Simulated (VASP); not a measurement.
Set up this calculation in VASP 6.6.1, as the native input.

| Item | Value |
| --- | --- |
| Task | single point |
| Functional | PBE |
| Potentials or basis | VASP PAW PBE potentials, release 64 (Zn) |
| Cutoff | 520 eV |
| k mesh | 20 × 20 × 20 |
| Occupations | gaussian, width 0.15 eV |
| Spin | no spin polarisation |
| Dipole correction | no |
| Further INCAR settings | ALGO = Normal; EDIFF = 1e-06; NBANDS = 12 |

The structure of Zn lies in POSCAR:

```
Zn
1.0
    0.0000000000      1.9643393415      1.9643393415
    1.9643393415      0.0000000000      1.9643393415
    1.9643393415      1.9643393415      0.0000000000
Zn
1
Direct
    0.0000000000      0.0000000000      0.0000000000
```

This isn't the form of Zn at room conditions, which is hcp.

These files were run (other wordings do the same):

INCAR

```
SYSTEM = Zn
  PREC = Accurate
  ENCUT = 520
  EDIFF = 1E-6
  ISMEAR = 0
  SIGMA = 0.15
  LREAL = .FALSE.
  LASPH = .TRUE.
  NELM = 100
  ALGO = Normal
  ISIF = 2
  LWAVE = .FALSE.
  LCHARG = .TRUE.
  GGA = PE
  LELF = .TRUE.
  LVHAR = .TRUE.
  NBANDS = 12
```

KPOINTS

```
regular mesh
0
G
  20 20 20
  0 0 0
```

Potentials or basis: VASP PAW PBE potentials, release 64 (Zn).

Run with:

```console
$ cat potpaw_PBE.64/Zn/POTCAR > POTCAR
$ mpirun -np 1 vasp_std > vasp.out
```

It gave:

```yaml
Pressure: 0.4 GPa
Band_gap_on_the_k_mesh: zero (bands 6 and 7 overlap by 3.63 eV)
```

Run time: 12 s on 1 thread of Intel(R) Xeon(R) 6975P-C (Granite Rapids), on a shared host, peak memory 0.16 GiB.
